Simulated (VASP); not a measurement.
KMgF3, 5 atoms in the cell. It takes space group Pm-3m (No. 221, cubic). Conventional cell: a = 3.986 Å, b = 3.986 Å, c = 3.986 Å, α = 90.00°, β = 90.00°, γ = 90.00°. K (site symmetry m-3m) has 12 F at 2.82 Å and 8 Mg at 3.45 Å within 3.7 Å. Mg (site symmetry m-3m) has 6 F at 1.99 Å within 2.6 Å. F (site symmetry 4/mmm) has 2 Mg at 1.99 Å within 2.6 Å. 

| Quantity | Value |
| --- | --- |
| Program | VASP 6.6.1 |
| Task | single point |
| Functional | r2SCAN |
| Potentials or basis | VASP PAW PBE potentials, release 64 (K_sv, Mg, F) |
| Cutoff | 520 eV |
| k mesh | 5 × 5 × 5, shifted |
| Occupations | gaussian, width 0.01 eV |
| Spin | no spin polarisation |
| Dipole correction | no |
| Further INCAR settings | ALGO = Normal; EDIFF = 1e-06; NBANDS = 24 |

Potentials or basis: VASP PAW PBE potentials, release 64 (K_sv, Mg, F).

Command:

```console
$ cat potpaw_PBE.64/K_sv/POTCAR potpaw_PBE.64/Mg/POTCAR potpaw_PBE.64/F/POTCAR > POTCAR
$ cp INCAR.step1 INCAR
$ mpirun -np 1 vasp_std > vasp.out
$ cp INCAR.step2 INCAR
$ mpirun -np 1 vasp_std > vasp.out
```

Hardware: 1 thread of Intel Xeon 6975P-C, on a shared host.

Estimate the wall time of this run.

Wall time 63 s on 1 thread of Intel Xeon 6975P-C (shared host), peak memory 0.17 GiB. Counts: k points 10.
